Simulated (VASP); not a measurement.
Wanted: the native input for a VASP 6.6.1 run.

```
Task                   : single point
Functional             : PBEsol
Potentials or basis    : VASP PAW PBE potentials, release 64 (Sn_d)
Cutoff                 : 500 eV
k mesh                 : 5 × 5 × 5
Occupations            : methfessel-paxton, width 0.1 eV
Spin                   : no spin polarisation
Dipole correction      : no
Further INCAR settings : ALGO = Normal; EDIFF = 1e-06; NBANDS = 13
```

The structure of Sn lies in POSCAR:

```
Sn
1.0
    5.5665000000      0.0000000000      0.0000000000
   -2.7832500000      4.8207300000      0.0000000000
    0.0000000000      0.0000000000      5.1470500000
Sn
1
Direct
    0.0000000000      0.0000000000      0.0000000000
```

This isn't the form of Sn at room conditions, which is tetragonal (white tin).

One way to write it, as run:

INCAR

```
  PREC = Accurate
  ENCUT = 500
  EDIFF = 1E-6
  ISMEAR = 1
  SIGMA = 0.1
  LREAL = False
  LASPH = True
  NELM = 120
  ALGO = Normal
  ISIF = 2
  LWAVE = False
  LCHARG = False
  GGA = PS
  NBANDS = 13
  GGA_COMPAT = False
```

KPOINTS

```
Automatic mesh
0
Gamma
  5 5 5
```

Potentials or basis: VASP PAW PBE potentials, release 64 (Sn_d).

Launch:

```sh
$ cat potpaw_PBE.64/Sn_d/POTCAR > POTCAR
$ mpirun -np 1 vasp_std > vasp.out
```

Results of the run:

```json
{"Pressure": "-1.8 GPa", "Band gap on the k mesh": "zero (bands 7 and 8 overlap by 0.87 eV)"}
```

Caveat: the PAW data sets were made with another functional, which shifts forces and pressure a little; spin-orbit coupling is left out, which moves the levels of the heavy elements.

Wall time 21 s on 1 thread of Intel(R) Xeon(R) Platinum 8488C (Sapphire Rapids), on a shared host, peak memory 0.24 GiB.
